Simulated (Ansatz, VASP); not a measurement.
Be: VASP beside Ansatz

INCAR

```
SYSTEM = Be
  PREC = Accurate
  ENCUT = 520
  EDIFF = 1E-6
  ISMEAR = 0
  SIGMA = 0.15
  LREAL = .False.
  LASPH = .True.
  NELM = 60
  ALGO = Fast
  ISIF = 2
  LWAVE = .False.
  LCHARG = .True.
  GGA = PE
  IVDW = 12
  LELF = .True.
  LVHAR = .True.
  NBANDS = 9
```

KPOINTS

```
regular mesh
0
Gamma
  24 24 12
  0 0 0
```

POSCAR

```
Be
1.0
    2.2141966284      0.0000000000      0.0000000000
   -1.1070983142      1.9175505292      0.0000000000
    0.0000000000      0.0000000000      3.5001053904
Be
2
Direct
    0.3277112886      0.7391549781      0.2500000000
    0.6722887114      0.2608450219      0.7500000000
```

Input for Ansatz:

```yaml
crystal:
  lattice:
    - [2.2141966284, 0.0, 0.0]
    - [-1.1070983142, 1.9175505292, 0.0]
    - [0.0, 0.0, 3.5001053904]
  atoms:
    - { symbol: Be, position: [0.3277112886, 0.7391549781, 0.25] }
    - { symbol: Be, position: [0.6722887114, 0.2608450219, 0.75] }
basis:
  ecutwfc: 520.0
kpoints:
  mp_grid: { grid: [24, 24, 12] }
hamiltonian:
  xc: pbe
  dispersion: d3bj
scf:
  occupations: { method: gaussian, width: 0.15 }
output:
  forces: true
  stress: true
  eigenvalues: true
```

Change from the starting cell: mode 4 frozen in at -0.093 Å and mode 5 at +0.139 Å (largest displacements).

Alike in both runs: task single point; functional PBE; dispersion D3(BJ); k mesh 24 × 24 × 12; occupations gaussian, width 0.15 eV; no spin polarisation.

```csv
,VASP,Ansatz
version,VASP 6.6.1,Ansatz 0.2.0
potentials or method,"VASP PAW PBE potentials, release 64 (Be), cutoff 520 eV","scalar-relativistic, plane waves, PAW"
valence electrons in the cell,4,4
```

|  | VASP | Ansatz | Ansatz less VASP |
| --- | --- | --- | --- |
| gap on the k mesh at the Fermi level (eV) | none | none | - |
| pressure (GPa) | 2.4 | 2.2 | -0.18 |
| traceless stress, the component that is largest in VASP (GPa) | -9.51 | -9.47 | +0.041 |
| rms of the force components (eV/Å) | 0.682 | 0.682 | 0.0000 |

Atom by atom the forces differ by 0.000 eV/Å (rms over components). A gap of «none» marks a metal or a gap that the smearing closes.
